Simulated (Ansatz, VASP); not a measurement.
**One calculation of Sr3Zn2Br2O5, two programs**

POSCAR

```
Sr3Zn2Br2O5
1.0
    0.0000000000      3.9480770000      0.0000000000
    3.9480770000      0.0000000000      0.0000000000
    1.9740380000      1.9740380000    -12.6862110000
Zn O Sr Br
2 5 3 2
Direct
    0.4264700000      0.4264700000      0.1470600000
    0.5735300000      0.5735300000      0.8529400000
    0.0838200000      0.5838200000      0.8323600000
    0.5838200000      0.0838200000      0.8323600000
    0.9161800000      0.4161800000      0.1676400000
    0.4161800000      0.9161800000      0.1676400000
    0.5000000000      0.5000000000      0.0000000000
    0.1464700000      0.1464700000      0.7070600000
    0.8535300000      0.8535300000      0.2929400000
    0.0000000000      0.0000000000      0.0000000000
    0.2998700000      0.2998700000      0.4002600000
    0.7001300000      0.7001300000      0.5997400000
```

File INCAR.step1:

```
PREC = Accurate ; ENCUT = 520
ISMEAR = -1 ; SIGMA = 0.1
LREAL = F ; LASPH = T
NELM = 60 ; NBANDS = 61
GGA = PE ; ALGO = Normal
EDIFF = 1E-4 ; LWAVE = T
LCHARG = F ; KPAR = 4
```

The input INCAR.step2:

```
PREC = Accurate ; ENCUT = 520
EDIFF = 1E-6 ; ISMEAR = -1
SIGMA = 0.1 ; LREAL = F
LASPH = T ; NELM = 60
ALGO = Normal ; ISIF = 2
LWAVE = F ; LCHARG = F
METAGGA = R2SCAN ; LMIXTAU = T
NBANDS = 61 ; ISTART = 1
KPAR = 4
```

Contents of KPOINTS:

```
Automatic mesh
0
Gamma
  8 8 8
```

Input for Ansatz:

```yaml
crystal:
  lattice:
    - [0.0, 3.948077, 0.0]
    - [3.948077, 0.0, 0.0]
    - [1.974038, 1.974038, -12.686211]
  atoms:
    - { symbol: Zn, position: [0.42647, 0.42647, 0.14706] }
    - { symbol: Zn, position: [0.57353, 0.57353, 0.85294] }
    - { symbol: O, position: [0.08382, 0.58382, 0.83236] }
    - { symbol: O, position: [0.58382, 0.08382, 0.83236] }
    - { symbol: O, position: [0.91618, 0.41618, 0.16764] }
    - { symbol: O, position: [0.41618, 0.91618, 0.16764] }
    - { symbol: Sr, position: [0.14647, 0.14647, 0.70706] }
    - { symbol: Sr, position: [0.85353, 0.85353, 0.29294] }
    - { symbol: Br, position: [0.29987, 0.29987, 0.40026] }
    - { symbol: Br, position: [0.70013, 0.70013, 0.59974] }
    - { symbol: Sr, position: [0.0, 0.0, 0.0] }
    - { symbol: O, position: [0.5, 0.5, 0.0] }
  symmetry: { tolerance: 0.0003 }
kpoints:
  mp_grid: { grid: [8, 8, 8], shift: [0, 0, 0] }
  band_path:
    path:
      - [0.0, 0.0, 0.0]
      - [0.5, 0.5, 0.5]
      - [0.5, 0.5, 0.25]
      - [0.0, 0.5, 0.0]
      - [0.0, 0.0, 0.0]
      - [0.0, 0.0, -0.5]
      - [0.0, 0.48789353, -0.25605323]
      - [0.0, 0.51210647, 0.25605323]
      - [0.0, 0.0, 0.0]
      - [0.5, 0.5, 0.5]
      - [0.48789353, 0.51210647, 0.5]
    npoints: 6
magnetization:
  spin_polarized: false
scf:
  occupations: { method: fermi_dirac }
  lower_state_search: "off"
  max_iter: 200
hamiltonian:
  pseudopotentials: { kind: paw }
  xc: r2scan
basis:
  ecutwfc: 500
  fft_grid_basis: typed
output:
  forces: true
  stress: true
  eigenvalues: true
  populations: true
  elf: true
  write_potential: true
  volumetric_format: npy
  dos:
    e_range: [-12, 8]
    de: 0.05
    projected: { site_lists: { Br: [Br], O: [O], Sr: [Sr], Zn: [Zn] } }
checkpoint:
  read: saved_state
```

Alike in both runs: task single point; functional r2SCAN; k mesh 8 × 8 × 8; no spin polarisation.

```csv
,VASP,Ansatz
version,VASP 6.6.1,Ansatz 0.2.0
potentials or method,"VASP PAW PBE potentials, release 64 (Zn, O, Sr_sv, Br), cutoff 520 eV",PAW plane waves
occupations,"fermi-dirac, width 0.1 eV",fermi-dirac
valence electrons in the cell,98,98
```

|  | VASP | Ansatz | Ansatz less VASP |
| --- | --- | --- | --- |
| pressure (GPa) | 2.2 | 1.5 | -0.67 |
| rms of the force components (eV/Å) | 0.199 | 0.177 | -0.0224 |

VASP's potentials were made for PBE, not for r2SCAN.
